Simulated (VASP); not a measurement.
# SiC (F-43m) in VASP: settings compared

Aim: see how the results for SiC move with the level of theory and the settings. Levels: PBE, r2SCAN. Tasks: dielectric tensor.

Program: VASP 6.6.1. These are calculated values, not measurements. Logs are shortened: lines on timing, memory, paths and dates and some standing lists are left out, and cuts for length are marked.

## Step 1: The cell of the first run

It takes space group F-43m (No. 216, cubic). The conventional cell has a = 4.356 Å, b = 4.356 Å, c = 4.356 Å, α = 90.00°, β = 90.00°, γ = 90.00°. Si (site symmetry -43m) has 4 C at 1.89 Å within 2.5 Å. C (site symmetry -43m) has 4 Si at 1.89 Å within 2.5 Å.

## Step 2: Dielectric tensor, PBE

Contents of INCAR:

```
SYSTEM = SiC
PREC = Accurate ; ENCUT = 520
EDIFF = 1E-8 ; ISMEAR = 0
SIGMA = 0.01 ; LREAL = .False.
LASPH = .True. ; NELM = 60
ALGO = Normal ; ISIF = 2
LWAVE = .False. ; LCHARG = .False.
GGA = PE ; LEPSILON = .True.
```

Contents of KPOINTS:

```
regular mesh
0
Gamma
  8 8 8
  0 0 0
```

Contents of POSCAR:

```
SiC
1.0
    0.0000000000      2.1780523525      2.1780523525
    2.1780523525      0.0000000000      2.1780523525
    2.1780523525      2.1780523525      0.0000000000
Si C
1 1
Direct
    0.0000000000      0.0000000000      0.0000000000
    0.2500000000      0.2500000000      0.2500000000
```

Potentials or basis: VASP PAW PBE potentials, release 64 (Si, C).

Launch:

```console
$ cat potpaw_PBE.64/Si/POTCAR potpaw_PBE.64/C/POTCAR > POTCAR
$ mpirun -np 1 vasp_std > vasp.out
```

OUTCAR:

```text
SYSTEM = SiC
   PREC = Accurate
   ENCUT = 520
   EDIFF = 1E-8
   ISMEAR = 0
   LREAL = .False.
   LASPH = .True.
   NELM = 60
   ISIF = 2
   GGA = PE
   LEPSILON = .True.

 ion  position               nearest neighbor table
   1  0.000  0.000  0.000-   2 1.89   2 1.89   2 1.89   2 1.89
   2  0.250  0.250  0.250-   1 1.89   1 1.89   1 1.89   1 1.89

  LATTYP: Found a face centered cubic cell.
 ALAT       =     4.3561047050

  Lattice vectors:

 A1 = (   0.0000000000,   2.1780523525,   2.1780523525)
 A2 = (   2.1780523525,   0.0000000000,   2.1780523525)
 A3 = (   2.1780523525,   2.1780523525,   0.0000000000)

Analysis of symmetry for initial positions (statically):
=====================================================================
 Subroutine PRICEL returns:
 Original cell was already a primitive cell.

 Routine SETGRP: Setting up the symmetry group for a
 face centered cubic supercell.

 Subroutine GETGRP returns: Found 24 space group operations
 (whereof 24 operations were pure point group operations)
 out of a pool of 48 trial point group operations.

The static configuration has the point symmetry T_d .

Analysis of symmetry for dynamics (positions and initial velocities):
=====================================================================
 Subroutine PRICEL returns:
 Original cell was already a primitive cell.

 Routine SETGRP: Setting up the symmetry group for a
 face centered cubic supercell.

 Subroutine GETGRP returns: Found 24 space group operations
 (whereof 24 operations were pure point group operations)
 out of a pool of 48 trial point group operations.

The dynamic configuration has the point symmetry T_d .

 Subroutine INISYM returns: Found 24 space group operations
 (whereof 24 operations are pure point group operations),
[... 420 lines left out ...]
 -----------------------------------------------------------------------------
  energy-cutoff  :      520.00
  volume of cell :       20.66
      direct lattice vectors                 reciprocal lattice vectors
     0.000000000  2.178052352  2.178052352    -0.229562893  0.229562893  0.229562893
     2.178052352  0.000000000  2.178052352     0.229562893 -0.229562893  0.229562893
     2.178052352  2.178052352  0.000000000     0.229562893  0.229562893 -0.229562893

 POSITION                                       TOTAL-FORCE (eV/Angst)
 -----------------------------------------------------------------------------------
      0.00000      0.00000      0.00000        -0.000000      0.000000      0.000000
      1.08903      1.08903      1.08903         0.000000     -0.000000     -0.000000
 -----------------------------------------------------------------------------------
    total drift:                                0.000000      0.000000      0.000000

  FREE ENERGIE OF THE ION-ELECTRON SYSTEM (eV)
  ---------------------------------------------------
  free  energy   TOTEN  =       -15.0560908367 eV

  energy  without entropy=      -15.0560908367  energy(sigma->0) =      -15.05609084

 HEAD OF MICROSCOPIC STATIC DIELECTRIC TENSOR (INDEPENDENT PARTICLE, excluding Hartree and local field effects)
 ------------------------------------------------------
           7.342084     0.000000    -0.000000
          -0.000000     7.342084     0.000000
           0.000000     0.000000     7.342084
 ------------------------------------------------------

 Free energy of the ion-electron system (eV)
  ---------------------------------------------------
  ---------------------------------------------------
  free energy    TOTEN  =        -0.37558368 eV

  energy without entropy =       -0.37558368

------------------------ aborting loop because EDIFF is reached ----------------------------------------

--------------------------------------- Ionic step        2  -------------------------------------------

------------------------ aborting loop because EDIFF is reached ----------------------------------------

--------------------------------------- Ionic step        3  -------------------------------------------

 Free energy of the ion-electron system (eV)
  ---------------------------------------------------
  ---------------------------------------------------
  free energy    TOTEN  =        -0.37558379 eV

  energy without entropy =       -0.37558379

------------------------ aborting loop because EDIFF is reached ----------------------------------------

 PIEZOELECTRIC TENSOR FIELD DIRECTION 3  (e Angst)
 -----------------------------------------------------------------------------
    -0.00050 -1.28085  0.00000           ( -0.00000 -0.05477  0.00000)
    -1.28085 -0.00050  0.00000           ( -0.05477 -0.00000  0.00000)
     0.00000  0.00000  0.00053           (  0.00000  0.00000 -0.00000)

 PIEZOELECTRIC TENSOR FIELD DIRECTION 3  (C/m^2)
 -----------------------------------------------------------------------------
    -0.00038 -0.99306  0.00000
    -0.99306 -0.00038  0.00000
     0.00000  0.00000  0.00041

 MACROSCOPIC STATIC DIELECTRIC TENSOR (including local field effects in DFT)
 ------------------------------------------------------
           7.107134    -0.000000     0.000000
          -0.000000     7.107134    -0.000000
          -0.000000     0.000000     7.107134
 ------------------------------------------------------

 PIEZOELECTRIC TENSOR (including local field effects)  for field in x, y, z        (e  Angst)
          XX          YY          ZZ          XY          YZ          ZX
  --------------------------------------------------------------------------------
  x    -0.00000     0.00000    -0.00000     0.00000    -1.27740     0.00000
  y     0.00000     0.00000    -0.00000     0.00000     0.00000    -1.27740
  z     0.00000    -0.00000     0.00000    -1.27740     0.00000     0.00000

 PIEZOELECTRIC TENSOR (including local field effects)  for field in x, y, z        (C/m^2)
          XX          YY          ZZ          XY          YZ          ZX
  --------------------------------------------------------------------------------
  x    -0.00000     0.00000    -0.00000     0.00000    -0.99038     0.00000
  y     0.00000     0.00000    -0.00000     0.00000     0.00000    -0.99038
  z     0.00000    -0.00000     0.00000    -0.99038     0.00000     0.00000

 BORN EFFECTIVE CHARGES (including local field effects) (in |e|, cummulative output)
 ---------------------------------------------------------------------------------
 ion    1
    1     2.70248    -0.00000     0.00000
    2     0.00000     2.70248    -0.00000
    3    -0.00000    -0.00000     2.70248
 ion    2
    1    -2.70248     0.00000    -0.00000
    2     0.00000    -2.70248     0.00000
    3     0.00000     0.00000    -2.70248
```

OSZICAR:

```text
N       E                     dE             d eps       ncg     rms          rms(c)
DAV:   1     0.532036607339E+01    0.53204E+01   -0.40176E+03   464   0.837E+02
DAV:   2    -0.165785145160E+02   -0.21899E+02   -0.20906E+02   704   0.111E+02
DAV:   3    -0.169144786734E+02   -0.33596E+00   -0.33596E+00   496   0.174E+01
[... 12 lines left out ...]
RMM:   5    -0.375281314138E+00   -0.38383E-02   -0.19661E-04  2496   0.126E-01    0.118E-02
RMM:   6    -0.375452077859E+00   -0.17076E-03   -0.31731E-06  2641   0.149E-02    0.560E-03
RMM:   7    -0.375576832314E+00   -0.12475E-03   -0.86753E-07  2562   0.834E-03    0.484E-04
RMM:   8    -0.375585158838E+00   -0.83265E-05   -0.61737E-08  2725   0.102E-03    0.205E-04
RMM:   9    -0.375583648229E+00    0.15106E-05   -0.16165E-08  2598   0.479E-04    0.418E-05
RMM:  10    -0.375583793177E+00   -0.14495E-06   -0.36867E-09  1712   0.538E-05    0.947E-06
```

stdout:

```text
POSCAR found type information on POSCAR SiC
 POSCAR found :  2 types and       2 ions
 scaLAPACK will be used
 LDA part: xc-table for (Slater+PW92), standard interpolation
 POSCAR, INCAR and KPOINTS ok, starting setup
 FFT: planning ... GRIDC
 FFT: planning ... GRID_SOFT
 FFT: planning ... GRID
 WAVECAR not read
 entering main loop
 Linear response reoptimize wavefunctions to high precision
 Linear response G [H, r] |phi>, progress :
  Direction:   1
 Linear response G [H, r] |phi>, progress :
  Direction:   2
 Linear response G [H, r] |phi>, progress :
  Direction:   3
 Linear response to external field (no local field effect), progress :
  Direction:   1
 dielectric tensor                  component  1 :     8.900     4.216     0.670
 Linear response to external field (no local field effect), progress :
  Direction:   2
 dielectric tensor                  component  2 :     4.216     8.761    -0.634
 Linear response to external field (no local field effect), progress :
  Direction:   3
 dielectric tensor                  component  3 :     0.668    -0.634     4.365
 Linear response to external field, progress :
  Direction:   1
 dielectric tensor                  component  1 :     7.107     1.742     1.088
 Linear response to external field, progress :
  Direction:   2
 dielectric tensor                  component  2 :     1.628     7.107     1.073
 Linear response to external field, progress :
  Direction:   3
 dielectric tensor                  component  3 :     1.279     1.551     7.107
 Born effective charges drift removed
```

It took 24 s on 1 thread of Intel Xeon 6975P-C (Granite Rapids), shared host; peak memory 0.16 GiB.

What came out:

| Property | Result |
| --- | --- |
| Band gap on the k mesh | 1.35 eV (least direct gap 4.54 eV) |
| Electronic dielectric tensor (diagonal) | 7.11 |
| Born charges (mean of the diagonal) | Si +2.70; C -2.70 e |

Electronic dielectric tensor:
```
7.11 0.00 0.00
0.00 7.11 0.00
0.00 0.00 7.11
```

Born effective charge tensors (e):
atom 1, Si
```
2.70 0.00 0.00
0.00 2.70 0.00
0.00 0.00 2.70
```
atom 2, C
```
-2.70  0.00  0.00
 0.00 -2.70  0.00
 0.00  0.00 -2.70
```

## Step 3: Dielectric tensor, r2SCAN

Contents of INCAR:

```
PREC     = Accurate       # precision mode
ENCUT    = 520            # plane-wave cutoff, eV
EDIFF    = 1E-8           # SCF threshold, eV
ISMEAR   = 0              # smearing method
SIGMA    = 0.01           # smearing width, eV
LREAL    = F              # projectors in reciprocal space
LASPH    = T              # aspherical terms in the spheres
NELM     = 80             # most SCF steps
ALGO     = Normal         # electronic algorithm
ISIF     = 2              # what is computed and relaxed
LWAVE    = F              # write WAVECAR
LCHARG   = F              # write CHGCAR
METAGGA  = R2SCAN         # meta-GGA
LMIXTAU  = T            
LCALCEPS = T
```

Contents of KPOINTS:

```
regular mesh
0
Gamma
  8 8 8
```

POSCAR is that of step 2.

Potentials or basis: VASP PAW PBE potentials, release 64 (Si, C).

Launch:

```console
$ cat potpaw_PBE.64/Si/POTCAR potpaw_PBE.64/C/POTCAR > POTCAR
$ mpirun -np 1 vasp_std > vasp.out
```

OUTCAR:

```text
PREC = Accurate
   ENCUT = 520
   EDIFF = 1E-8
   ISMEAR = 0
   LREAL = F
   LASPH = T
   NELM = 80
   ISIF = 2
   METAGGA = R2SCAN

 ion  position               nearest neighbor table
   1  0.000  0.000  0.000-   2 1.89   2 1.89   2 1.89   2 1.89
   2  0.250  0.250  0.250-   1 1.89   1 1.89   1 1.89   1 1.89

  LATTYP: Found a face centered cubic cell.
 ALAT       =     4.3561047050

  Lattice vectors:

 A1 = (   0.0000000000,   2.1780523525,   2.1780523525)
 A2 = (   2.1780523525,   0.0000000000,   2.1780523525)
 A3 = (   2.1780523525,   2.1780523525,   0.0000000000)

Analysis of symmetry for initial positions (statically):
=====================================================================
 Subroutine PRICEL returns:
 Original cell was already a primitive cell.

 Routine SETGRP: Setting up the symmetry group for a
 face centered cubic supercell.

 Subroutine GETGRP returns: Found 24 space group operations
 (whereof 24 operations were pure point group operations)
 out of a pool of 48 trial point group operations.

The static configuration has the point symmetry T_d .

Analysis of symmetry for dynamics (positions and initial velocities):
=====================================================================
 Subroutine PRICEL returns:
 Original cell was already a primitive cell.

 Routine SETGRP: Setting up the symmetry group for a
 face centered cubic supercell.

 Subroutine GETGRP returns: Found 24 space group operations
 (whereof 24 operations were pure point group operations)
 out of a pool of 48 trial point group operations.

[... 409 lines left out ...]
 k-point    24 :      -0.3750    0.2500    0.1250
  band No.  band energies     occupation
      1      -3.9021      2.00000
      2      -0.0925      2.00000
      3       4.1468      2.00000
      4       5.6511      2.00000
      5   10000.0000      0.00000
      6   10000.0000      0.00000
      7   10000.0000      0.00000
      8   10000.0000      0.00000

 [... further k-points ...]

------------------------ aborting loop because EDIFF is reached ----------------------------------------

            Ionic dipole moment: p[ion]=(     4.35610     4.35610     4.35610 ) |e| Angst

 Total electronic dipole moment: p[elc]=(     0.00272     0.00272     0.00899 ) |e| Angst

 MACROSCOPIC STATIC DIELECTRIC TENSOR (including local field effects)
 ------------------------------------------------------
           6.488539    -0.000000    -0.000000
           0.000000     6.488539    -0.000000
           0.000000     0.000000     6.488539
 ------------------------------------------------------

 PIEZOELECTRIC TENSOR (including local field effects) (e Angst)
          XX          YY          ZZ          XY          YZ          ZX
  --------------------------------------------------------------------------------
  x     0.00000    -0.00000    -0.00000     0.00000    -1.25240     0.00000
  y     0.00000    -0.00000     0.00000     0.00000     0.00000    -1.25240
  z     0.00000     0.00000    -0.00000    -1.25240    -0.00000    -0.00000

 PIEZOELECTRIC TENSOR (including local field effects) (C/m^2)
          XX          YY          ZZ          XY          YZ          ZX
  --------------------------------------------------------------------------------
  x     0.00000    -0.00000    -0.00000     0.00000    -0.97100     0.00000
  y     0.00000    -0.00000     0.00000     0.00000     0.00000    -0.97100
  z     0.00000     0.00000    -0.00000    -0.97100    -0.00000    -0.00000

 BORN EFFECTIVE CHARGES (including local field effects) (in |e|, cummulative output)
 ---------------------------------------------------------------------------------
 ion    1
    1     2.69594     0.00000     0.00000
    2     0.00000     2.69594    -0.00000
    3     0.00000     0.00000     2.69594
 ion    2
    1    -2.69594    -0.00000     0.00000
    2     0.00000    -2.69594    -0.00000
    3     0.00000     0.00000    -2.69594

  FORCE on cell =-STRESS in cart. coord.  units (eV):
  Direction    XX          YY          ZZ          XY          YZ          ZX
  --------------------------------------------------------------------------------------
  -------------------------------------------------------------------------------------
  Total       -0.0186111     -0.0186111     -0.0186111      0.0000000      0.0000000      0.0000000
  in kB       -1.4429365     -1.4429365     -1.4429365      0.0000000      0.0000000      0.0000000
  external PRESSURE =      -1.4429365 kB  Pullay stress =       0.0000000 kB

 VOLUME and BASIS-vectors are now :
 -----------------------------------------------------------------------------
  energy-cutoff  :      520.00
  volume of cell :       20.66
      direct lattice vectors                 reciprocal lattice vectors
     0.000000000  2.178052352  2.178052352    -0.229562893  0.229562893  0.229562893
     2.178052352  0.000000000  2.178052352     0.229562893 -0.229562893  0.229562893
     2.178052352  2.178052352  0.000000000     0.229562893  0.229562893 -0.229562893

 POSITION                                       TOTAL-FORCE (eV/Angst)
 -----------------------------------------------------------------------------------
      0.00000      0.00000      0.00000        -0.000000     -0.000000     -0.000000
      1.08903      1.08903      1.08903         0.000000      0.000000      0.000000
 -----------------------------------------------------------------------------------
    total drift:                               -0.000001     -0.000001     -0.000001

  FREE ENERGIE OF THE ION-ELECTRON SYSTEM (eV)
  ---------------------------------------------------
  free  energy   TOTEN  =       -19.3261204888 eV

  energy  without entropy=      -19.3261204888  energy(sigma->0) =      -19.32612049
```

OSZICAR:

```text
N       E                     dE             d eps       ncg     rms          rms(c)
DAV:   1     0.442129450046E+00    0.44213E+00   -0.41549E+03   464   0.864E+02
DAV:   2    -0.219980884143E+02   -0.22440E+02   -0.21440E+02   704   0.115E+02
[... 13 lines left out ...]
DMP:   9    -0.193261203846E+02   -0.11816E-07   -0.49159E-07  1200   0.140E-06  -0.334E-07
DMP:  10    -0.193261204184E+02   -0.33858E-07   -0.42971E-07  1200   0.830E-07   0.471E-07
DMP:  11    -0.193261204498E+02   -0.31421E-07   -0.28325E-07  1200   0.446E-07   0.504E-07
DMP:  12    -0.193261204709E+02   -0.21021E-07   -0.16641E-07  1200   0.234E-07   0.350E-07
DMP:  13    -0.193261204831E+02   -0.12230E-07   -0.83268E-08  1200   0.105E-07   0.199E-07
DMP:  14    -0.193261204888E+02   -0.56838E-08   -0.31906E-08  1200   0.383E-08   0.798E-08
   1 F= -.19326120E+02 E0= -.19326120E+02  d E =-.259968E-16
```

It took 6.4 min on 1 thread of Intel Xeon 6975P-C (Granite Rapids), shared host; peak memory 0.23 GiB.

What came out:

| Item | Value |
| --- | --- |
| Band gap on the k mesh | 1.72 eV (least direct gap 5.06 eV) |
| Electronic dielectric tensor (diagonal) | 6.49 |
| Born charges (mean of the diagonal) | Si +2.70; C -2.70 e |

Levels at points of the mesh, in eV from the valence-band top:
```
           k point  band 1  band 2  band 3  band 4  band 5  band 6  band 7  band 8
(0.00, 0.00, 0.00)  -16.19    0.00    0.00    0.00    6.85    7.86    7.86    7.86
(0.50, 0.00, 0.00)  -12.56   -8.83   -1.11   -1.11    6.00    7.76    7.76   10.96
(0.50, 0.50, 0.00)  -11.10   -8.05   -3.34   -3.34    1.72    4.83   15.15   15.15
```

Electronic dielectric tensor:
```
6.49 0.00 0.00
0.00 6.49 0.00
0.00 0.00 6.49
```

Born effective charge tensors (e):
atom 1, Si
```
2.70 0.00 0.00
0.00 2.70 0.00
0.00 0.00 2.70
```
atom 2, C
```
-2.70  0.00  0.00
 0.00 -2.70  0.00
 0.00  0.00 -2.70
```

Dipole moments of the cell (e·Å, modulo the quantum): ionic 4.356, 4.356, 4.356; electronic 0.003, 0.003, 0.009

Caveat: the PAW data sets were made with another functional, which shifts forces and pressure a little. A k mesh can miss the band edges.
